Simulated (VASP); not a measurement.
# WS2 (R3m) in VASP: a series of runs, part 2 of 2

VASP 6.6.1.

## (3) Dielectric tensor, LDA+U

Contents of INCAR:

```
SYSTEM = WS2
ALGO     = Normal         ! electronic algorithm
EDIFF    = 1E-8           ! SCF threshold, eV
ENCUT    = 400            ! plane-wave cutoff, eV
GGA      = CA             ! functional
GGA_COMPAT= .False.      
ISIF     = 2              ! what is computed and relaxed
ISMEAR   = 0              ! smearing method
LASPH    = .True.         ! aspherical terms in the spheres
LCHARG   = .False.        ! write CHGCAR
LDAU     = .True.         ! DFT+U
LDAUJ    = 0 0          
LDAUL    = 2 -1           ! shell
LDAUPRINT= 1            
LDAUTYPE = 2            
LDAUU    = 3 0            ! U, eV
LEPSILON = .True.         ! dielectric tensor by DFPT
LMAXMIX  = 4              ! l up to which the mixer works
LREAL    = .False.        ! projectors in reciprocal space
LWAVE    = .False.        ! write WAVECAR
NELM     = 200            ! most SCF steps
PREC     = Accurate       ! precision mode
SIGMA    = 0.01           ! smearing width, eV
```

Contents of KPOINTS:

```
k-points
0
Gamma
  10 10 10
  0 0 0
```

Contents of POSCAR:

```
WS2
1.0
    1.5790000000      0.9116360751      6.1633333333
   -1.5790000000      0.9116360751      6.1633333333
    0.0000000000     -1.8232721501      6.1633333333
W S
1 2
Direct
    0.0000000000      0.0000000000      0.0000000000
    0.4190000000      0.4190000000      0.4190000000
    0.2497000000      0.2497000000      0.2497000000
```

Potentials or basis: VASP PAW LDA potentials, release 64 (W_sv, S).

Run with:

```
> cat potpaw_LDA.64/W_sv/POTCAR potpaw_LDA.64/S/POTCAR > POTCAR
> mpirun -np 1 vasp_std > vasp.out
```

OUTCAR:

```text
SYSTEM = WS2
   EDIFF = 1E-8
   ENCUT = 400
   GGA = CA
   ISIF = 2
   ISMEAR = 0
   LASPH = .True.
   LEPSILON = .True.
   LREAL = .False.
   NELM = 200
   PREC = Accurate

 ion  position               nearest neighbor table
   1  0.000  0.000  0.000-   3 2.39   3 2.39   3 2.39   2 2.42   2 2.42   2 2.42
   2  0.419  0.419  0.419-   1 2.42   1 2.42   1 2.42
   3  0.250  0.250  0.250-   1 2.39   1 2.39   1 2.39

  LATTYP: Found a trigonal (rhomboedric) cell.
 ALAT       =     6.4273633094
 COS(alpha) =     0.8792940837

  Lattice vectors:

 A1 = (   1.5790000000,   0.9116360751,   6.1633333333)
 A2 = (  -1.5790000000,   0.9116360751,   6.1633333333)
 A3 = (   0.0000000000,  -1.8232721501,   6.1633333333)

Analysis of symmetry for initial positions (statically):
=====================================================================
 Subroutine PRICEL returns:
 Original cell was already a primitive cell.

 Routine SETGRP: Setting up the symmetry group for a
 trigonal (rhombohedral) supercell.

 Subroutine GETGRP returns: Found  6 space group operations
 (whereof  6 operations were pure point group operations)
 out of a pool of 12 trial point group operations.

The static configuration has the point symmetry C_3v.

Analysis of symmetry for dynamics (positions and initial velocities):
=====================================================================
 Subroutine PRICEL returns:
 Original cell was already a primitive cell.

 Routine SETGRP: Setting up the symmetry group for a
 trigonal (rhombohedral) supercell.

 Subroutine GETGRP returns: Found  6 space group operations
 (whereof  6 operations were pure point group operations)
 out of a pool of 12 trial point group operations.

The dynamic configuration has the point symmetry C_3v.

 Subroutine INISYM returns: Found  6 space group operations
 (whereof  6 operations are pure point group operations),
 and found     1 'primitive' translations

----------------------------------------------------------------------------------------

                                     Primitive cell

  volume of cell :      53.2317

  direct lattice vectors                    reciprocal lattice vectors
     1.579000000  0.911636075  6.163333333     0.316656111  0.182821491  0.054083288
    -1.579000000  0.911636075  6.163333333    -0.316656111  0.182821491  0.054083288
     0.000000000 -1.823272150  6.163333333     0.000000000 -0.365642982  0.054083288

  length of vectors
     6.427363309  6.427363309  6.427363309     0.369621147  0.369621147  0.369621147

  position of ions in fractional coordinates (direct lattice)
     0.000000000  0.000000000  0.000000000
     0.419000000  0.419000000  0.419000000
     0.249700000  0.249700000  0.249700000

  ion indices of the primitive-cell ions
   primitive index   ion index
                 1           1
[... 626 lines left out ...]
      4     -31.5874      2.00000
      5      -6.3697      2.00000
      6      -5.7289      2.00000
[... 9 lines left out ...]
     16      10.6267      0.00000
     17      11.5112      0.00000

 [... further k-points ...]

  FORCE on cell =-STRESS in cart. coord.  units (eV):
  Direction    XX          YY          ZZ          XY          YZ          ZX
  --------------------------------------------------------------------------------------
  -------------------------------------------------------------------------------------
  Total       -0.3588793     -0.3588793     -0.1130111      0.0000000     -0.0000000      0.0000000
  in kB      -10.8016103    -10.8016103     -3.4014258      0.0000000     -0.0000000      0.0000000
  external PRESSURE =      -8.3348821 kB  Pullay stress =       0.0000000 kB

 VOLUME and BASIS-vectors are now :
 -----------------------------------------------------------------------------
  energy-cutoff  :      400.00
  volume of cell :       53.23
      direct lattice vectors                 reciprocal lattice vectors
     1.579000000  0.911636075  6.163333333     0.316656111  0.182821491  0.054083288
    -1.579000000  0.911636075  6.163333333    -0.316656111  0.182821491  0.054083288
     0.000000000 -1.823272150  6.163333333     0.000000000 -0.365642982  0.054083288

 POSITION                                       TOTAL-FORCE (eV/Angst)
 -----------------------------------------------------------------------------------
      0.00000      0.00000      0.00000         0.000000      0.000000      0.604102
      0.00000      0.00000      7.74731         0.000000     -0.000000     -0.257879
      0.00000      0.00000      4.61695         0.000000     -0.000000     -0.346223
 -----------------------------------------------------------------------------------
    total drift:                                0.000000      0.000000     -0.000078

  FREE ENERGIE OF THE ION-ELECTRON SYSTEM (eV)
  ---------------------------------------------------
  free  energy   TOTEN  =       -22.8528246241 eV

  energy  without entropy=      -22.8528246241  energy(sigma->0) =      -22.85282462

 HEAD OF MICROSCOPIC STATIC DIELECTRIC TENSOR (INDEPENDENT PARTICLE, excluding Hartree and local field effects)
 ------------------------------------------------------
          14.686503     0.000000     0.000000
           0.000000    14.686503     0.000000
           0.000000     0.000000     9.490286
 ------------------------------------------------------

 Free energy of the ion-electron system (eV)
  ---------------------------------------------------
  ---------------------------------------------------
  free energy    TOTEN  =        -2.12732058 eV

  energy without entropy =       -2.12732058

------------------------ aborting loop because EDIFF is reached ----------------------------------------

--------------------------------------- Ionic step        2  -------------------------------------------

------------------------ aborting loop because EDIFF is reached ----------------------------------------

--------------------------------------- Ionic step        3  -------------------------------------------

 Free energy of the ion-electron system (eV)
  ---------------------------------------------------
  ---------------------------------------------------
  free energy    TOTEN  =        -0.83702548 eV

  energy without entropy =       -0.83702548

------------------------ aborting loop because EDIFF is reached ----------------------------------------

 PIEZOELECTRIC TENSOR FIELD DIRECTION 3  (e Angst)
 -----------------------------------------------------------------------------
    -0.01972  0.00000  0.00000           (  0.00358  0.00000  0.00000)
     0.00000 -0.01972  0.00000           (  0.00000  0.00358  0.00000)
     0.00000  0.00000  0.14821           (  0.00000  0.00000  0.00756)

 PIEZOELECTRIC TENSOR FIELD DIRECTION 3  (C/m^2)
 -----------------------------------------------------------------------------
    -0.00594  0.00000  0.00000
     0.00000 -0.00594  0.00000
     0.00000  0.00000  0.04461

 MACROSCOPIC STATIC DIELECTRIC TENSOR (including local field effects in DFT)
 ------------------------------------------------------
          14.659276     0.000000     0.000000
           0.000000    14.659276     0.000000
           0.000000     0.000000     6.419419
 ------------------------------------------------------

 PIEZOELECTRIC TENSOR (including local field effects)  for field in x, y, z        (e  Angst)
          XX          YY          ZZ          XY          YZ          ZX
  --------------------------------------------------------------------------------
  x     0.00000     0.00000     0.00000     0.85708     0.00000     0.09229
  y     0.85708    -0.85708     0.00000     0.00000     0.09229     0.00000
  z    -0.01972    -0.01972     0.14821     0.00000     0.00000     0.00000

 PIEZOELECTRIC TENSOR (including local field effects)  for field in x, y, z        (C/m^2)
          XX          YY          ZZ          XY          YZ          ZX
  --------------------------------------------------------------------------------
  x     0.00000     0.00000     0.00000     0.25797     0.00000     0.02778
  y     0.25797    -0.25797     0.00000     0.00000     0.02778     0.00000
  z    -0.00594    -0.00594     0.04461     0.00000     0.00000     0.00000

 BORN EFFECTIVE CHARGES (including local field effects) (in |e|, cummulative output)
 ---------------------------------------------------------------------------------
 ion    1
    1    -0.44046     0.00000     0.00000
    2     0.00000    -0.44046    -0.00000
    3     0.00000    -0.00000    -0.41385
 ion    2
    1     0.22261     0.00000     0.00000
    2     0.00000     0.22261     0.00000
    3     0.00000     0.00000     0.15534
 ion    3
    1     0.21785     0.00000     0.00000
    2     0.00000     0.21785     0.00000
    3     0.00000     0.00000     0.25851
```

Wall time 37 min (1 thread of AMD EPYC 9R45 (Zen 5), shared host); peak memory 0.75 GiB.

Results:

| Quantity | Value |
| --- | --- |
| Band gap on the k mesh | 1.00 eV (least direct gap 2.20 eV) |
| Electronic dielectric tensor (diagonal) | 14.66, 14.66, 6.42 |
| Born charges (mean of the diagonal) | W -0.43; S +0.20, +0.23 e |

Levels at points of the mesh, in eV from the valence-band top:
| k point | band 9 | band 10 | band 11 | band 12 | band 13 | band 14 | band 15 | band 16 | band 17 |
| --- | --- | --- | --- | --- | --- | --- | --- | --- | --- |
| (0.00, 0.00, 0.00) | -3.53 | -2.26 | -2.26 | -1.60 | -1.25 | 2.19 | 2.19 | 2.53 | 2.53 |
| (0.50, 0.00, 0.00) | -5.32 | -4.13 | -2.57 | -1.84 | -1.77 | 2.33 | 2.56 | 3.54 | 3.89 |
| (0.50, 0.50, 0.00) | -5.01 | -4.05 | -3.19 | -2.04 | -1.59 | 2.28 | 2.68 | 3.15 | 4.40 |
| (0.50, 0.50, 0.50) | -3.54 | -3.54 | -2.22 | -2.22 | 0.00 | 2.30 | 2.30 | 2.37 | 2.37 |

Electronic dielectric tensor:
```
14.66  0.00  0.00
 0.00 14.66  0.00
 0.00  0.00  6.42
```

Born effective charge tensors (e):
atom 1, W
```
-0.44  0.00  0.00
 0.00 -0.44  0.00
 0.00  0.00 -0.41
```
atom 2, S
```
0.22 0.00 0.00
0.00 0.22 0.00
0.00 0.00 0.16
```
atom 3, S
```
0.22 0.00 0.00
0.00 0.22 0.00
0.00 0.00 0.26
```

Eigenvalues of the final occupation matrices:
```tsv
site	spin	trace	eigenvalues
site 1 d	1	1.70	0.33 0.33 0.34 0.34 0.36
site 1 d	2	1.70	0.33 0.33 0.34 0.34 0.36
```

Caveat: spin-orbit coupling is left out, which moves the levels of the heavy elements.
